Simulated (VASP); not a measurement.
Set up this calculation in VASP 6.6.1, as the native input.

| Quantity | Value |
| --- | --- |
| Task | single point |
| Functional | PBE |
| Potentials or basis | VASP PAW PBE potentials, release 64 (Co, H) |
| Cutoff | 520 eV |
| k mesh | 12 × 12 × 12 |
| Occupations | gaussian, width 0.1 eV |
| Spin | no spin polarisation |
| Dipole correction | no |
| Further INCAR settings | ALGO = Normal; EDIFF = 1e-07; NBANDS = 22 |

The structure of CoH3 lies in POSCAR:

```
CoH3
1.0
    4.3411731060      0.0000000000      0.0000000000
   -2.1705865530      3.7595661920      0.0000000000
    0.0000000000      0.0000000000      2.5675231980
Co H
2 6
Direct
    0.3333333333      0.6666666667      0.2500000000
    0.6666666667      0.3333333333      0.7500000000
    0.6131649196      0.6947538990      0.7500000000
    0.0815889794      0.3868350804      0.7500000000
    0.3052461010      0.9184110206      0.7500000000
    0.3868350804      0.3052461010      0.2500000000
    0.9184110206      0.6131649196      0.2500000000
    0.6947538990      0.0815889794      0.2500000000
```

One way to write it, as run:

INCAR

```
ALGO = Normal
EDIFF = 1E-7
ENCUT = 520
GGA = PE
ISIF = 2
ISMEAR = 0
LASPH = True
LCHARG = True
LELF = True
LREAL = False
LVHAR = True
LWAVE = False
NBANDS = 22
NELM = 100
PREC = Accurate
SIGMA = 0.1
```

KPOINTS

```
k-points
0
Gamma
  12 12 12
```

Potentials or basis: VASP PAW PBE potentials, release 64 (Co, H).

Command:

```bash
$ cat potpaw_PBE.64/Co/POTCAR potpaw_PBE.64/H/POTCAR > POTCAR
$ mpirun -np 1 vasp_std > vasp.out
```

Results of the run:

```json
{
 "Pressure": "-0.2 GPa",
 "Largest force": "0.006 eV/Å",
 "Band gap on the k mesh": "zero (bands 12 and 13 overlap by 2.02 eV)"
}
```

Caveat: the run has no spin polarisation, though such a crystal can be magnetic.

It took 2.5 min on 1 thread of Intel(R) Xeon(R) Platinum 8259CL CPU @ 2.50GHz (Skylake/Cascade Lake), on a shared host, peak memory 0.26 GiB.
